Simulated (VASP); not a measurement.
# Ti (P6_3/mmc) in VASP: a series of runs

Runs on Ti. Level: PBE. Tasks: single point.

Everything below comes from runs of VASP 6.6.1. Logs are shortened: lines on timing, memory, paths and dates and some standing lists are left out, and cuts for length are marked.

### 1 The cell of the first run

Symmetry: P6_3/mmc, No. 194, hexagonal system. Conventional cell: a = 2.930 Å, b = 2.930 Å, c = 4.649 Å, α = 90.00°, β = 90.00°, γ = 120.00°. Ti (site symmetry -6m2) has 12 Ti at 2.87 to 2.93 Å within 3.8 Å.

### 2 Single point, PBE

INCAR reads:

```
SYSTEM = Ti
PREC = Accurate ; ENCUT = 520
EDIFF = 1E-6 ; ISMEAR = -1
SIGMA = 0.1 ; LREAL = .False.
LASPH = .True. ; NELM = 100
ALGO = Normal ; ISIF = 2
LWAVE = .False. ; LCHARG = .False.
GGA = PE ; NBANDS = 19
```

KPOINTS reads:

```
regular mesh
0
Gamma
  11 11 6
  0 0 0
```

POSCAR reads:

```
Ti
1.0
    2.9302007457      0.0000000000      0.0000000000
   -1.4651003729      2.5376282828      0.0000000000
    0.0000000000      0.0000000000      4.6485896576
Ti
2
Direct
    0.3333333333      0.6666666667      0.2500000000
    0.6666666667      0.3333333333      0.7500000000
```

Potentials or basis: VASP PAW PBE potentials, release 64 (Ti_sv).

On the command line:

```
$ cat potpaw_PBE.64/Ti_sv/POTCAR > POTCAR
$ mpirun -np 1 vasp_std > vasp.out
```

OUTCAR:

```text
SYSTEM = Ti
   PREC = Accurate
   ENCUT = 520
   EDIFF = 1E-6
   ISMEAR = -1
   LREAL = .False.
   LASPH = .True.
   NELM = 100
   ISIF = 2
   GGA = PE

 ion  position               nearest neighbor table
   1  0.333  0.667  0.250-   2 2.87   2 2.87   2 2.87   2 2.87   2 2.87   2 2.87
   2  0.667  0.333  0.750-   1 2.87   1 2.87   1 2.87   1 2.87   1 2.87   1 2.87

  LATTYP: Found a hexagonal cell.
 ALAT       =     2.9302007457
 C/A-ratio  =     1.5864406780

  Lattice vectors:

 A1 = (   2.9302007457,   0.0000000000,   0.0000000000)
 A2 = (  -1.4651003729,   2.5376282828,   0.0000000000)
 A3 = (   0.0000000000,   0.0000000000,   4.6485896576)

Analysis of symmetry for initial positions (statically):
=====================================================================
 Subroutine PRICEL returns:
 Original cell was already a primitive cell.

 Routine SETGRP: Setting up the symmetry group for a
 hexagonal supercell.

 Subroutine GETGRP returns: Found 24 space group operations
 (whereof 12 operations were pure point group operations)
 out of a pool of 24 trial point group operations.

The static configuration has the point symmetry D_3d.
 The point group associated with its full space group is D_6h.

Analysis of symmetry for dynamics (positions and initial velocities):
=====================================================================
 Subroutine PRICEL returns:
 Original cell was already a primitive cell.

 Routine SETGRP: Setting up the symmetry group for a
 hexagonal supercell.

 Subroutine GETGRP returns: Found 24 space group operations
 (whereof 12 operations were pure point group operations)
 out of a pool of 24 trial point group operations.

The dynamic configuration has the point symmetry D_3d.
 The point group associated with its full space group is D_6h.

 Subroutine INISYM returns: Found 24 space group operations
 (whereof 12 operations are pure point group operations),
 and found     1 'primitive' translations

----------------------------------------------------------------------------------------

                                     Primitive cell

  volume of cell :      34.5658

  direct lattice vectors                    reciprocal lattice vectors
     2.930200746  0.000000000  0.000000000     0.341273546  0.197034374  0.000000000
    -1.465100373  2.537628283  0.000000000     0.000000000  0.394068748  0.000000000
     0.000000000  0.000000000  4.648589658     0.000000000  0.000000000  0.215119009

  length of vectors
     2.930200746  2.930200745  4.648589658     0.394068748  0.394068748  0.215119009

  position of ions in fractional coordinates (direct lattice)
     0.333333333  0.666666667  0.250000000
     0.666666667  0.333333333  0.750000000

  ion indices of the primitive-cell ions
   primitive index   ion index
                 1           1
                 2           2

----------------------------------------------------------------------------------------

 KPOINTS: regular mesh

Automatic generation of k-mesh.
 Grid dimensions read from file:
 generate k-points for:   11   11    6

 Generating k-lattice:

  Cartesian coordinates                     Fractional coordinates (reciprocal lattice)
     0.031024868  0.017912216  0.000000000     0.090909091  0.000000000  0.000000000
     0.000000000  0.035824432  0.000000000     0.000000000  0.090909091  0.000000000
     0.000000000  0.000000000  0.035853168     0.000000000  0.000000000  0.166666667

  Length of vectors
     0.035824432  0.035824432  0.035853168

  Shift w.r.t. Gamma in fractional coordinates (k-lattice)
     0.000000000  0.000000000  0.000000000

 Subroutine IBZKPT returns following result:
 ===========================================

 Found     64 irreducible k-points:

 Following reciprocal coordinates:
            Coordinates               Weight
  0.000000  0.000000  0.000000      1.000000
  0.090909  0.000000  0.000000      6.000000
  0.181818  0.000000  0.000000      6.000000
  0.272727 -0.000000  0.000000      6.000000
  0.363636 -0.000000  0.000000      6.000000
  0.454545 -0.000000  0.000000      6.000000
[... 16 lines left out ...]
  0.090909  0.090909  0.166667     12.000000
  0.181818  0.090909  0.166667     24.000000
 [... further k-points ...]
   k-points           NKPTS =     64   k-points in BZ     NKDIM =     64   number of bands    NBANDS=     19
   number of dos      NEDOS =    301   number of ions     NIONS =      2
   total plane-waves  NPLWV =  20736
   dimension x,y,z NGX =    24 NGY =   24 NGZ =   36
   dimension x,y,z NGXF=    48 NGYF=   48 NGZF=   72
   ions per type =               2
   NGX,Y,Z   is equivalent  to a cutoff of  13.62, 13.62, 12.87 a.u.
   NGXF,Y,Z  is equivalent  to a cutoff of  27.23, 27.23, 25.75 a.u.
 SYSTEM =  Ti
   PREC   = accura    normal or accurate (medium, high low for compatibility)
   ISTART =      0    job   : 0-new  1-cont  2-samecut
   ICHARG =      2    charge: 1-file 2-atom 10-const
   ISPIN  =      1    spin polarized calculation?
   LNONCOLLINEAR =      F non collinear calculations
   LSORBIT =      F    spin-orbit coupling
   LASPH  =      T    aspherical Exc in radial PAW
   ENCUT  =  520.0 eV  38.22 Ry    6.18 a.u.   5.45  5.45  8.64*2*pi/ulx,y,z
   NELM   =    100;   NELMIN=  2; NELMDL= -5     # of ELM steps
   EDIFF  = 0.1E-05   stopping-criterion for ELM
   LREAL  =      F    real-space projection
   EDIFFG = 0.1E-04   stopping-criterion for IOM
   NSW    =      0    number of steps for IOM
   IBRION =     -1    ionic relax: 0-MD 1-quasi-New 2-CG
   NFREE  =      0    steps in history (QN), initial steepest desc. (CG)
   ISIF   =      2    stress and relaxation
   ISYM   =      2    0-nonsym 1-usesym 2-fastsym
   POTIM  = 0.5000    time-step for ionic-motion
   TEBEG  =    0.0;   TEEND  =   0.0 temperature during run
   PSTRESS=    0.0 pullay stress
   NELECT =      24.0000    total number of electrons
   NUPDOWN=      -1.0000    fix difference up-down
   EMIN   =  10.00;   EMAX   =-10.00  energy-range for DOS
   EFERMI =   0.00;   METHOD = LEGACY
   ISMEAR =    -1;   SIGMA  =   0.10  broadening in eV -4-tet -1-fermi 0-gaus
   EFERMI_NEDOS =   21; number of points for ismear=-14 and -15
   IALGO  =     38    algorithm
   IMIX   =      4    mixing-type and parameters
     AMIX     =   0.40;   BMIX     =  1.00
     AMIX_MAG =   1.60;   BMIX_MAG =  1.00
  volume/ion in A,a.u.               =      17.28       116.63
  Fermi-wavevector in a.u.,A,eV,Ry     =   1.449650  2.739441 28.592426  2.101484
  Thomas-Fermi vector in A             =   2.567352
   LORBIT       =      0    0 simple, 1 ext, 2 COOP (PROOUT), +10 PAW based schemes
   GGA     = PE    functional components
   LHFCALC =     F    Hartree Fock is set to
   AEXX    =    0.0000 exact exchange contribution
   IVDW    =     0    specifies the selected vdW correction
   LEPSILON=     F    determine dielectric tensor
   LRPA    =     F    only Hartree local field effects (RPA)
 non-spin polarized calculation
  energy-cutoff  :      520.00
  volume of cell :       34.57
 maximum number of plane-waves:       965
 NGX is ok and might be reduce to    24
   NGX = 11   NGY = 11   NGZ = 17

 number of electron      24.0000000 magnetization

 Free energy of the ion-electron system (eV)
  ---------------------------------------------------
  ext. energy  EPLUGINS =         0.00000000
  ---------------------------------------------------
  free energy    TOTEN  =       -15.70740768 eV

  energy without entropy =      -15.62943989  energy(sigma->0) =      -15.66842378

 E-fermi :   8.3692     XC(G=0): -11.5202

 val. band max:        8.3593658135   @ k =   0.3636   0.2727   0.3333
 cond. band min:       8.3888682219   @ k =   0.0000   0.0000   0.3333
 fundamental gap:      0.0295024084
 Fermi energy:         8.3692023607

 k-point     1 :       0.0000    0.0000    0.0000
  band No.  band energies     occupation
      1     -48.4561      2.00000
      2     -48.3175      2.00000
      3     -25.0429      2.00000
      4     -24.3990      2.00000
      5     -24.3990      2.00000
      6     -24.3254      2.00000
[... 11 lines left out ...]
     18      10.0355      0.00000
     19      11.5667      0.00000

 k-point     2 :       0.0909    0.0000    0.0000
  band No.  band energies     occupation
      1     -48.4479      2.00000
      2     -48.3142      2.00000
      3     -25.0245      2.00000
      4     -24.4367      2.00000
      5     -24.4116      2.00000
      6     -24.3369      2.00000
[... 11 lines left out ...]
     18       9.9087      0.00000
     19      11.6335      0.00000

 k-point     3 :       0.1818    0.0000    0.0000
  band No.  band energies     occupation
      1     -48.4252      2.00000
      2     -48.3059      2.00000
      3     -24.9726      2.00000
      4     -24.5384      2.00000
      5     -24.4439      2.00000
      6     -24.4393      2.00000
[... 11 lines left out ...]
     18      10.2241      0.00000
     19      11.7658      0.00000

 k-point     4 :       0.2727   -0.0000    0.0000
  band No.  band energies     occupation
      1     -48.3937      2.00000
      2     -48.2966      2.00000
      3     -24.8962      2.00000
      4     -24.6732      2.00000
      5     -24.5683      2.00000
      6     -24.4844      2.00000
[... 11 lines left out ...]
     18      10.8143      0.00000
     19      11.8798      0.00000

 k-point     5 :       0.3636   -0.0000    0.0000
  band No.  band energies     occupation
      1     -48.3617      2.00000
      2     -48.2909      2.00000
      3     -24.8106      2.00000
      4     -24.7978      2.00000
      5     -24.6824      2.00000
      6     -24.5204      2.00000
[... 11 lines left out ...]
     18      11.4420      0.00000
     19      11.9503      0.00000
[... 334 lines left out ...]
      2     -48.2957      2.00000
      3     -24.8781      2.00000
      4     -24.7412      2.00000
      5     -24.6806      2.00000
      6     -24.5096      2.00000
[... 11 lines left out ...]
     18      11.3270      0.00000
     19      11.8733      0.00000

 k-point    22 :       0.4545   -0.0000    0.1667
  band No.  band energies     occupation
      1     -48.3362      2.00000
      2     -48.2940      2.00000
      3     -24.9154      2.00000
      4     -24.7945      2.00000
      5     -24.6722      2.00000
      6     -24.5299      2.00000
[... 11 lines left out ...]
     18      11.9577      0.00000
     19      12.2191      0.00000

 k-point    23 :       0.0909    0.0909    0.1667
  band No.  band energies     occupation
      1     -48.4242      2.00000
      2     -48.3168      2.00000
      3     -24.9531      2.00000
      4     -24.4862      2.00000
      5     -24.4684      2.00000
      6     -24.4201      2.00000
[... 11 lines left out ...]
     18      10.2919      0.00000
     19      11.6810      0.00000

 k-point    24 :       0.1818    0.0909    0.1667
  band No.  band energies     occupation
      1     -48.3982      2.00000
      2     -48.3068      2.00000
      3     -24.9056      2.00000
      4     -24.5939      2.00000
      5     -24.5638      2.00000
      6     -24.4626      2.00000
[... 11 lines left out ...]
     18      10.7032      0.00000
     19      11.7500      0.00000

 [... further k-points ...]
[... 5 lines left out ...]
  --------------------------------------------------------------------------------------
  -------------------------------------------------------------------------------------
  Total        0.1517295      0.1517295      0.1044093     -0.0000000     -0.0000000      0.0000000
  in kB        7.0328933      7.0328933      4.8395287     -0.0000000     -0.0000000      0.0000000
  external PRESSURE =       6.3017718 kB  Pullay stress =       0.0000000 kB

 VOLUME and BASIS-vectors are now :
 -----------------------------------------------------------------------------
  energy-cutoff  :      520.00
  volume of cell :       34.57
      direct lattice vectors                 reciprocal lattice vectors
     2.930200746  0.000000000  0.000000000     0.341273546  0.197034374  0.000000000
    -1.465100373  2.537628283  0.000000000     0.000000000  0.394068748  0.000000000
     0.000000000  0.000000000  4.648589658     0.000000000  0.000000000  0.215119009

 POSITION                                       TOTAL-FORCE (eV/Angst)
 -----------------------------------------------------------------------------------
     -0.00000      1.69175      1.16215        -0.000000     -0.000000      0.000000
      1.46510      0.84588      3.48644         0.000000      0.000000      0.000000
 -----------------------------------------------------------------------------------
    total drift:                               -0.000000      0.000000     -0.000000

  FREE ENERGIE OF THE ION-ELECTRON SYSTEM (eV)
  ---------------------------------------------------
  free  energy   TOTEN  =       -15.7074076821 eV

  energy  without entropy=      -15.6294398859  energy(sigma->0) =      -15.66842378
```

Wall time 15 s (1 thread of Intel Xeon 6975P-C (Granite Rapids), shared host); peak memory 0.16 GiB.

What came out:

- Free energy: -15.7074 eV
- Pressure: 0.6 GPa
- Band gap on the k mesh: zero (band 12 reaches 9.17 eV, above the bottom of band 13 at 8.16 eV)

### 3 Single point, PBE

This run uses another cell than the first one, of 17.64 Å³/atom, 1.020 times its volume.

INCAR reads:

```
PREC     = Accurate       # precision mode
ENCUT    = 520            # plane-wave cutoff, eV
EDIFF    = 1E-6           # SCF threshold, eV
ISMEAR   = -1             # smearing method
SIGMA    = 0.1            # smearing width, eV
LREAL    = F              # projectors in reciprocal space
LASPH    = T              # aspherical terms in the spheres
NELM     = 100            # most SCF steps
ALGO     = Normal         # electronic algorithm
ISIF     = 2              # what is computed and relaxed
LWAVE    = F              # write WAVECAR
LCHARG   = F              # write CHGCAR
GGA      = PE             # functional
NBANDS   = 19             # bands
```

KPOINTS reads:

```
Automatic mesh
0
Gamma
  11 11 6
```

POSCAR reads:

```
Ti
1.0
    2.9500000000      0.0000000000      0.0000000000
   -1.4750000000      2.5547749400      0.0000000000
    0.0000000000      0.0000000000      4.6800000000
Ti
2
Direct
    0.3333333333      0.6666666667      0.2500000000
    0.6666666667      0.3333333333      0.7500000000
```

Potentials or basis: VASP PAW PBE potentials, release 64 (Ti_sv).

On the command line:

```
$ cat potpaw_PBE.64/Ti_sv/POTCAR > POTCAR
$ mpirun -np 1 vasp_std > vasp.out
```

Wall time 18 s (1 thread of Intel Xeon 6975P-C (Granite Rapids), shared host); peak memory 0.17 GiB.

Results (log left out):

```yaml
Free_energy: -15.7054 eV
Pressure: -1.6 GPa
Band_gap_on_the_k_mesh: zero (band 12 reaches 8.94 eV, above the bottom of band 13 at 7.93 eV)
```

Stress tensor (GPa, compression positive):
```
-1.49  0.00  0.00
 0.00 -1.49  0.00
 0.00  0.00 -1.74
```

Levels at points of the mesh, in eV from the Fermi level:
```
           k point  band 10  band 11  band 12  band 13  band 14  band 15
(0.00, 0.00, 0.00)    -2.63     0.74     0.79     0.79     0.89     1.27
(0.00, 0.00, 0.50)    -4.32     0.10     0.10     0.70     0.70     0.70
```

### 4 Single point, PBE

This run uses another cell than the first one, of 17.99 Å³/atom, 1.041 times its volume.

INCAR reads:

```
  PREC = Accurate
  ENCUT = 520
  EDIFF = 1E-7
  ISMEAR = -1
  SIGMA = 0.1
  LREAL = F
  LASPH = T
  NELM = 60
  ALGO = Normal
  ISIF = 2
  LWAVE = F
  LCHARG = F
  GGA = PE
  NBANDS = 19
```

KPOINTS is that of step 3.

POSCAR reads:

```
Ti
1.0
    2.9695369932      0.0000000000      0.0000000000
   -1.4847684966      2.5716944724      0.0000000000
    0.0000000000      0.0000000000      4.7109942807
Ti
2
Direct
    0.3333333333      0.6666666667      0.2500000000
    0.6666666667      0.3333333333      0.7500000000
```

On the command line:

```
$ cat potpaw_PBE.64/Ti_sv/POTCAR > POTCAR
$ mpirun -np 1 vasp_std > vasp.out
```

It took 21 s on 1 thread of Intel Xeon 6975P-C (Granite Rapids), shared host; peak memory 0.17 GiB.

The run converged. Its results:

```yaml
Free_energy: -15.6941 eV
Pressure: -3.6 GPa
Band_gap_on_the_k_mesh: zero (band 12 reaches 8.73 eV, above the bottom of band 13 at 7.72 eV)
```

Stress tensor (GPa, compression positive):
```
-3.51  0.00  0.00
 0.00 -3.51  0.00
 0.00  0.00 -3.79
```

Levels at points of the mesh, in eV from the Fermi level:
```tsv
k point	band 9	band 10	band 11	band 12	band 13	band 14	band 15	band 16
(0.00, 0.00, 0.00)	-6.11	-2.58	0.69	0.78	0.78	0.88	1.25	1.25
(0.00, 0.00, 0.50)	-4.30	-4.30	0.10	0.10	0.69	0.69	0.69	0.69
```

### 5 Single point, PBE

This run uses another cell than the first one, of 18.34 Å³/atom, 1.061 times its volume.

INCAR reads:

```
PREC = Accurate
ENCUT = 520
EDIFF = 1E-7
ISMEAR = -1
SIGMA = 0.1
LREAL = False
LASPH = True
NELM = 80
ALGO = Normal
ISIF = 2
LWAVE = False
LCHARG = False
GGA = PE
NBANDS = 19
```

KPOINTS is that of step 4.

POSCAR reads:

```
Ti
1.0
    2.9888202413      0.0000000000      0.0000000000
   -1.4944101206      2.5883942551      0.0000000000
    0.0000000000      0.0000000000      4.7415860099
Ti
2
Direct
    0.3333333333      0.6666666667      0.2500000000
    0.6666666667      0.3333333333      0.7500000000
```

On the command line:

```
$ cat potpaw_PBE.64/Ti_sv/POTCAR > POTCAR
$ mpirun -np 1 vasp_std > vasp.out
```

Wall time 20 s (1 thread of Intel Xeon 6975P-C (Granite Rapids), shared host); peak memory 0.16 GiB.

The run converged. Its results:

* Free energy: -15.6745 eV
* Pressure: -5.4 GPa
* Band gap on the k mesh: zero (band 12 reaches 8.52 eV, above the bottom of band 13 at 7.52 eV)

Stress tensor (GPa, compression positive):
```
-5.32  0.00  0.00
 0.00 -5.32  0.00
 0.00  0.00 -5.61
```

Levels at points of the mesh, in eV from the Fermi level:
```
           k point  band 8  band 9  band 10  band 11  band 12  band 13  band 14  band 15  band 16  band 17
(0.00, 0.00, 0.00)  -32.83   -6.06    -2.54     0.65     0.77     0.77     0.86     1.22     1.22     1.56
(0.00, 0.00, 0.50)  -32.87   -4.27    -4.27     0.11     0.11     0.68     0.68     0.68     0.68     2.64
```

### 6 Single point, PBE

This run uses another cell than the first one, of 18.69 Å³/atom, 1.082 times its volume.

INCAR reads:

```
PREC     = Accurate       # precision mode
ENCUT    = 520            # plane-wave cutoff, eV
EDIFF    = 1E-7           # SCF threshold, eV
ISMEAR   = -1             # smearing method
SIGMA    = 0.1            # smearing width, eV
LREAL    = False          # projectors in reciprocal space
LASPH    = True           # aspherical terms in the spheres
NELM     = 60             # most SCF steps
ALGO     = Normal         # electronic algorithm
ISIF     = 2              # what is computed and relaxed
LWAVE    = False          # write WAVECAR
LCHARG   = True           # write CHGCAR
GGA      = PE             # functional
LELF     = True           # ELF
LVHAR    = True         
NBANDS   = 19             # bands
```

KPOINTS reads:

```
regular mesh
0
Gamma
  11 11 6
```

POSCAR reads:

```
Ti
1.0
    3.0078578261      0.0000000000      0.0000000000
   -1.5039289131      2.6048812872      0.0000000000
    0.0000000000      0.0000000000      4.7717880089
Ti
2
Direct
    0.3333333333      0.6666666667      0.2500000000
    0.6666666667      0.3333333333      0.7500000000
```

Potentials or basis: VASP PAW PBE potentials, release 64 (Ti_sv).

On the command line:

```
$ cat potpaw_PBE.64/Ti_sv/POTCAR > POTCAR
$ mpirun -np 1 vasp_std > vasp.out
```

It took 18 s on 1 thread of Intel Xeon 6975P-C (Granite Rapids), shared host; peak memory 0.17 GiB.

The run converged. Its results:

```yaml
Free_energy: -15.6472 eV
Pressure: -7.1 GPa
Band_gap_on_the_k_mesh: zero (band 12 reaches 8.31 eV, above the bottom of band 13 at 7.32 eV)
```

Stress tensor (GPa, compression positive):
```
-6.97  0.00  0.00
 0.00 -6.97  0.00
 0.00  0.00 -7.28
```

Levels at points of the mesh, in eV from the Fermi level:
```tsv
k point	band 8	band 9	band 10	band 11	band 12	band 13	band 14	band 15	band 16	band 17
(0.00, 0.00, 0.00)	-32.88	-6.01	-2.49	0.60	0.75	0.75	0.85	1.20	1.20	1.53
(0.00, 0.00, 0.50)	-32.92	-4.25	-4.25	0.11	0.11	0.67	0.67	0.67	0.67	2.58
```

### 7 Summary

```csv
cell,gap on the mesh (eV),pressure (GPa)
"a = 2.930, b = 2.930, c = 4.649 Å, angles 90.0, 90.0, 120.0°, 2 atoms",none,0.6
"a = 2.950, b = 2.950, c = 4.680 Å, angles 90.0, 90.0, 120.0°, 2 atoms",none,-1.6
"a = 2.970, b = 2.970, c = 4.711 Å, angles 90.0, 90.0, 120.0°, 2 atoms",none,-3.6
"a = 2.989, b = 2.989, c = 4.742 Å, angles 90.0, 90.0, 120.0°, 2 atoms",none,-5.4
"a = 3.008, b = 3.008, c = 4.772 Å, angles 90.0, 90.0, 120.0°, 2 atoms",none,-7.1
```

Alike in all rows: task single point; level PBE; potentials or basis VASP PAW PBE potentials, release 64 (Ti_sv); no spin polarisation; k mesh 11 × 11 × 6; cutoff (eV) 520; smearing fermi-dirac 0.1 eV.

Absolute energies hang on the potentials; compare differences alone.
